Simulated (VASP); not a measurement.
Set up this calculation in VASP 6.6.1, as the native input.

```yaml
Task: single point
Functional: PBE
Dispersion: D3(BJ)
Potentials_or_basis: VASP PAW PBE potentials, release 64 (K_sv, H, Au)
Cutoff: 520 eV
k_mesh: 4 × 4 × 4
Occupations: fermi-dirac, width 0.1 eV
Spin: no spin polarisation
Dipole_correction: no
Further_INCAR_settings: ALGO = Normal; EDIFF = 1e-06; NBANDS = 42
```

The structure of KHAu2 lies in POSCAR:

```
KHAu2
1.0
   -3.0206190000      3.0206190000      3.6279390000
    3.0206190000     -3.0206190000      3.6279390000
    3.0206190000      3.0206190000     -3.6279390000
K H Au
2 2 4
Direct
    0.2500000000      0.2500000000      0.0000000000
    0.7500000000      0.7500000000      0.0000000000
    0.5000000000      0.0000000000      0.5000000000
    0.0000000000      0.5000000000      0.5000000000
    0.6408000000      0.1408000000      0.7816000000
    0.1408000000      0.3592000000      0.5000000000
    0.3592000000      0.8592000000      0.2184000000
    0.8592000000      0.6408000000      0.5000000000
```

The input as run:

INCAR

```
SYSTEM = KHAu2
PREC = Accurate
ENCUT = 520
EDIFF = 1E-6
ISMEAR = -1
SIGMA = 0.1
LREAL = .FALSE.
LASPH = .TRUE.
NELM = 60
ALGO = Normal
ISIF = 2
LWAVE = .FALSE.
LCHARG = .FALSE.
GGA = PE
IVDW = 12
NBANDS = 42
```

KPOINTS

```
regular mesh
0
G
  4 4 4
  0 0 0
```

Potentials or basis: VASP PAW PBE potentials, release 64 (K_sv, H, Au).

Launch:

```console
$ cat potpaw_PBE.64/K_sv/POTCAR potpaw_PBE.64/H/POTCAR potpaw_PBE.64/Au/POTCAR > POTCAR
$ mpirun -np 1 vasp_std > vasp.out
```

Results of the run:

The pressure is 55.3 GPa, the largest force is 22.307 eV/Å and the band gap on the k mesh is zero (bands 32 and 33 overlap by 0.89 eV). The dispersion energy per atom is -0.382 eV.

Caveat: three body term missing; the cell stands under pressure; spin-orbit coupling is left out, which moves the levels of the heavy elements; forces of over 1 eV/Å act on the atoms, so gaps and moduli don't describe the material at rest.

Run time: 92 s on 1 thread of Intel(R) Xeon(R) Platinum 8259CL CPU @ 2.50GHz (Skylake/Cascade Lake), on a shared host, peak memory 0.29 GiB.
